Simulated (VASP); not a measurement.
# Ti (Immm) in VASP: single point with LDA

Aim: the single point of Ti with LDA.

Program: VASP 6.6.1. These are calculated values, not measurements. Logs are shortened: lines on timing, memory, paths and dates and some standing lists are left out, and cuts for length are marked.

## (1) The cell of the first run

Symmetry: Immm, No. 71, orthorhombic system. Conventional cell: a = 3.092 Å, b = 3.415 Å, c = 8.651 Å, α = 90.00°, β = 90.00°, γ = 90.00°. Within 4.1 Å of Ti (site symmetry mmm) lie 4 Ti at 3.09 to 3.41 Å.

## (2) Single point, LDA

The input, INCAR:

```
ALGO = Normal
EDIFF = 1E-6
ENCUT = 520
GGA = CA
ISIF = 2
ISMEAR = 1
LASPH = T
LCHARG = T
LELF = T
LREAL = F
LVHAR = T
LWAVE = F
NBANDS = 12
NELM = 60
PREC = Accurate
SIGMA = 0.1
```

The input, KPOINTS:

```
k-points
0
Gamma
  12 12 12
```

The input, POSCAR:

```
Ti
1.0
   -1.5462320000      1.7074560000      4.3255610000
    1.5462320000     -1.7074560000      4.3255610000
    1.5462320000      1.7074560000     -4.3255610000
Ti
1
Direct
    0.0000000000      0.0000000000      0.0000000000
```

Potentials or basis: VASP PAW LDA potentials, release 64 (Ti_sv).

On the command line:

```bash
$ cat potpaw_LDA.64/Ti_sv/POTCAR > POTCAR
$ mpirun -np 1 vasp_std > vasp.out
```

OUTCAR:

```text
EDIFF = 1E-6
   ENCUT = 520
   GGA = CA
   ISIF = 2
   ISMEAR = 1
   LASPH = T
   LREAL = F
   NELM = 60
   PREC = Accurate

 ion  position               nearest neighbor table
   1  0.000  0.000  0.000-

  LATTYP: Found a body centered orthorhombic cell.
 ALAT       =     3.0924640000
 B/A-ratio  =     1.1042689583
 C/A-ratio  =     2.7974851122

  Lattice vectors:

 A1 = (  -1.5462320000,   1.7074560000,   4.3255610000)
 A2 = (   1.5462320000,  -1.7074560000,   4.3255610000)
 A3 = (   1.5462320000,   1.7074560000,  -4.3255610000)

Analysis of symmetry for initial positions (statically):
=====================================================================
 Subroutine PRICEL returns:
 Original cell was already a primitive cell.

 Routine SETGRP: Setting up the symmetry group for a
 body centered orthorhombic supercell.

 Subroutine GETGRP returns: Found  8 space group operations
 (whereof  8 operations were pure point group operations)
 out of a pool of  8 trial point group operations.

The static configuration has the point symmetry D_2h.

Analysis of symmetry for dynamics (positions and initial velocities):
=====================================================================
 Subroutine PRICEL returns:
 Original cell was already a primitive cell.

 Routine SETGRP: Setting up the symmetry group for a
 body centered orthorhombic supercell.

 Subroutine GETGRP returns: Found  8 space group operations
 (whereof  8 operations were pure point group operations)
 out of a pool of  8 trial point group operations.

The dynamic configuration has the point symmetry D_2h.

 Subroutine INISYM returns: Found  8 space group operations
 (whereof  8 operations are pure point group operations),
 and found     1 'primitive' translations

----------------------------------------------------------------------------------------

                                     Primitive cell

  volume of cell :      45.6801

  direct lattice vectors                    reciprocal lattice vectors
    -1.546232000  1.707456000  4.325561000     0.000000000  0.292833315  0.115591943
     1.546232000 -1.707456000  4.325561000     0.323366739  0.000000000  0.115591943
     1.546232000  1.707456000 -4.325561000     0.323366739  0.292833315  0.000000000

  length of vectors
     4.900685396  4.900685396  4.900685396     0.314821930  0.343405803  0.436253823

  position of ions in fractional coordinates (direct lattice)
     0.000000000  0.000000000  0.000000000

  ion indices of the primitive-cell ions
   primitive index   ion index
                 1           1

----------------------------------------------------------------------------------------

 KPOINTS: k-points

Automatic generation of k-mesh.
 Grid dimensions read from file:
 generate k-points for:   12   12   12

 Generating k-lattice:

  Cartesian coordinates                     Fractional coordinates (reciprocal lattice)
     0.000000000  0.024402776  0.009632662     0.083333333  0.000000000  0.000000000
     0.026947228  0.000000000  0.009632662     0.000000000  0.083333333  0.000000000
     0.026947228  0.024402776  0.000000000     0.000000000  0.000000000  0.083333333

  Length of vectors
     0.026235161  0.028617150  0.036354485

  Shift w.r.t. Gamma in fractional coordinates (k-lattice)
     0.000000000  0.000000000  0.000000000

 Subroutine IBZKPT returns following result:
 ===========================================

 Found    280 irreducible k-points:

 Following reciprocal coordinates:
            Coordinates               Weight
  0.000000  0.000000  0.000000      1.000000
  0.083333 -0.000000  0.000000      4.000000
  0.166667 -0.000000  0.000000      4.000000
  0.250000  0.000000  0.000000      4.000000
  0.333333  0.000000 -0.000000      4.000000
  0.416667  0.000000 -0.000000      4.000000
[... 16 lines left out ...]
  0.250000  0.166667  0.000000      8.000000
  0.333333  0.166667 -0.000000      8.000000
 [... further k-points ...]
   k-points           NKPTS =    280   k-points in BZ     NKDIM =    280   number of bands    NBANDS=     12
   number of dos      NEDOS =    301   number of ions     NIONS =      1
   total plane-waves  NPLWV =  46656
   dimension x,y,z NGX =    36 NGY =   36 NGZ =   36
   dimension x,y,z NGXF=    72 NGYF=   72 NGZF=   72
   ions per type =               1
   NGX,Y,Z   is equivalent  to a cutoff of  12.21, 12.21, 12.21 a.u.
   NGXF,Y,Z  is equivalent  to a cutoff of  24.42, 24.42, 24.42 a.u.
 SYSTEM =  unknown system
   PREC   = accura    normal or accurate (medium, high low for compatibility)
   ISTART =      0    job   : 0-new  1-cont  2-samecut
   ICHARG =      2    charge: 1-file 2-atom 10-const
   ISPIN  =      1    spin polarized calculation?
   LNONCOLLINEAR =      F non collinear calculations
   LSORBIT =      F    spin-orbit coupling
   LASPH  =      T    aspherical Exc in radial PAW
   ENCUT  =  520.0 eV  38.22 Ry    6.18 a.u.   9.11  9.11  9.11*2*pi/ulx,y,z
   NELM   =     60;   NELMIN=  2; NELMDL= -5     # of ELM steps
   EDIFF  = 0.1E-05   stopping-criterion for ELM
   LREAL  =      F    real-space projection
   EDIFFG = 0.1E-04   stopping-criterion for IOM
   NSW    =      0    number of steps for IOM
   IBRION =     -1    ionic relax: 0-MD 1-quasi-New 2-CG
   NFREE  =      0    steps in history (QN), initial steepest desc. (CG)
   ISIF   =      2    stress and relaxation
   ISYM   =      2    0-nonsym 1-usesym 2-fastsym
   POTIM  = 0.5000    time-step for ionic-motion
   TEBEG  =    0.0;   TEEND  =   0.0 temperature during run
   PSTRESS=    0.0 pullay stress
   NELECT =      12.0000    total number of electrons
   NUPDOWN=      -1.0000    fix difference up-down
   EMIN   =  10.00;   EMAX   =-10.00  energy-range for DOS
   EFERMI =   0.00;   METHOD = LEGACY
   ISMEAR =     1;   SIGMA  =   0.10  broadening in eV -4-tet -1-fermi 0-gaus
   EFERMI_NEDOS =   21; number of points for ismear=-14 and -15
   IALGO  =     38    algorithm
   IMIX   =      4    mixing-type and parameters
     AMIX     =   0.40;   BMIX     =  1.00
     AMIX_MAG =   1.60;   BMIX_MAG =  1.00
  volume/ion in A,a.u.               =      45.68       308.26
  Fermi-wavevector in a.u.,A,eV,Ry     =   1.048479  1.981338 14.956994  1.099308
  Thomas-Fermi vector in A             =   2.183402
   LORBIT       =      0    0 simple, 1 ext, 2 COOP (PROOUT), +10 PAW based schemes
   GGA     = CA    functional components
   LHFCALC =     F    Hartree Fock is set to
   AEXX    =    0.0000 exact exchange contribution
   IVDW    =     0    specifies the selected vdW correction
   LEPSILON=     F    determine dielectric tensor
   LRPA    =     F    only Hartree local field effects (RPA)
 non-spin polarized calculation
 Methfessel and Paxton  Order N= 1 SIGMA  =   0.10
  energy-cutoff  :      520.00
  volume of cell :       45.68
 maximum number of plane-waves:      1262
   NGX = 19   NGY = 19   NGZ = 19

 number of electron      12.0000001 magnetization

 Free energy of the ion-electron system (eV)
  ---------------------------------------------------
  ext. energy  EPLUGINS =         0.00000000
  ---------------------------------------------------
  free energy    TOTEN  =        -5.16123507 eV

  energy without entropy =       -5.16077004  energy(sigma->0) =       -5.16108006

 E-fermi :   0.9827     XC(G=0):  -7.6633

 val. band max:        0.9790236422   @ k =   0.1667   0.1667   0.0000
 cond. band min:       0.9848820191   @ k =   0.2500   0.0833   0.0833
 fundamental gap:      0.0058583769
 Fermi energy:         0.9827319858

 k-point     1 :       0.0000    0.0000    0.0000
  band No.  band energies     occupation
      1     -55.9265      2.00000
      2     -32.7030      2.00000
      3     -32.4974      2.00000
      4     -32.2694      2.00000
      5      -2.5145      2.00000
      6       0.4934      2.00000
      7       0.7391      2.00306
      8       1.8880     -0.00000
      9       2.3268     -0.00000
     10       2.7048     -0.00000
     11       5.4659      0.00000
     12       8.6793      0.00000

 k-point     2 :       0.0833   -0.0000    0.0000
  band No.  band energies     occupation
      1     -55.9262      2.00000
      2     -32.7027      2.00000
      3     -32.5020      2.00000
      4     -32.2690      2.00000
      5      -2.4047      2.00000
      6       0.5155      2.00000
      7       0.7854      2.01740
      8       1.8021     -0.00000
      9       2.3329     -0.00000
     10       2.6728     -0.00000
     11       5.4892      0.00000
     12       8.8474      0.00000

 k-point     3 :       0.1667   -0.0000    0.0000
  band No.  band energies     occupation
      1     -55.9252      2.00000
      2     -32.7017      2.00000
      3     -32.5145      2.00000
      4     -32.2682      2.00000
      5      -2.0830      2.00000
      6       0.5719      2.00000
      7       0.9165      1.89186
      8       1.5991     -0.00000
      9       2.3496     -0.00000
     10       2.5870     -0.00000
     11       5.5201      0.00000
     12       8.8836      0.00000
[... 286 lines left out ...]
 k-point    23 :       0.2500    0.1667    0.0000
  band No.  band energies     occupation
      1     -55.9192      2.00000
      2     -32.6961      2.00000
      3     -32.5268      2.00000
      4     -32.3147      2.00000
      5      -0.9210      2.00000
      6       0.9428      1.62018
      7       1.0740     -0.02722
      8       1.6038     -0.00000
      9       1.9368     -0.00000
     10       2.1792     -0.00000
     11       5.2279      0.00000
     12       7.4173      0.00000

 k-point    24 :       0.3333    0.1667   -0.0000
  band No.  band energies     occupation
      1     -55.9179      2.00000
      2     -32.6948      2.00000
      3     -32.5436      2.00000
      4     -32.3133      2.00000
      5      -0.2987      2.00000
      6       0.9164      1.89317
      7       1.1246     -0.06211
      8       1.6413     -0.00000
      9       1.9409     -0.00000
     10       2.2330     -0.00000
     11       5.2255      0.00000
     12       5.8905      0.00000

 [... further k-points ...]
[... 5 lines left out ...]
  --------------------------------------------------------------------------------------
  -------------------------------------------------------------------------------------
  Total       -4.5936167     -4.4746492     -2.4515079     -0.0000000      0.0000000      0.0000000
  in kB     -161.1160190   -156.9433672    -85.9839263     -0.0000000      0.0000000      0.0000000
  external PRESSURE =    -134.6811042 kB  Pullay stress =       0.0000000 kB

 VOLUME and BASIS-vectors are now :
 -----------------------------------------------------------------------------
  energy-cutoff  :      520.00
  volume of cell :       45.68
      direct lattice vectors                 reciprocal lattice vectors
    -1.546232000  1.707456000  4.325561000     0.000000000  0.292833315  0.115591943
     1.546232000 -1.707456000  4.325561000     0.323366739  0.000000000  0.115591943
     1.546232000  1.707456000 -4.325561000     0.323366739  0.292833315  0.000000000

 POSITION                                       TOTAL-FORCE (eV/Angst)
 -----------------------------------------------------------------------------------
      0.00000      0.00000      0.00000        -0.000000     -0.000000      0.000000
 -----------------------------------------------------------------------------------
    total drift:                               -0.000000     -0.000000      0.000000

  FREE ENERGIE OF THE ION-ELECTRON SYSTEM (eV)
  ---------------------------------------------------
  free  energy   TOTEN  =        -5.1612350744 eV

  energy  without entropy=       -5.1607700404  energy(sigma->0) =       -5.16108006
```

Wall time 59 s (1 thread of Intel Xeon 6975P-C (Granite Rapids), shared host); peak memory 0.28 GiB.

Results:

| Item | Value |
| --- | --- |
| Free energy | -5.1612 eV |
| Pressure | -13.5 GPa |
| Band gap on the k mesh | zero (bands 6 and 7 overlap by 0.70 eV) |

Stress tensor (GPa, compression positive):
```
-16.11   0.00   0.00
  0.00 -15.69   0.00
  0.00   0.00  -8.60
```

Caveat: the cell stands under tension.
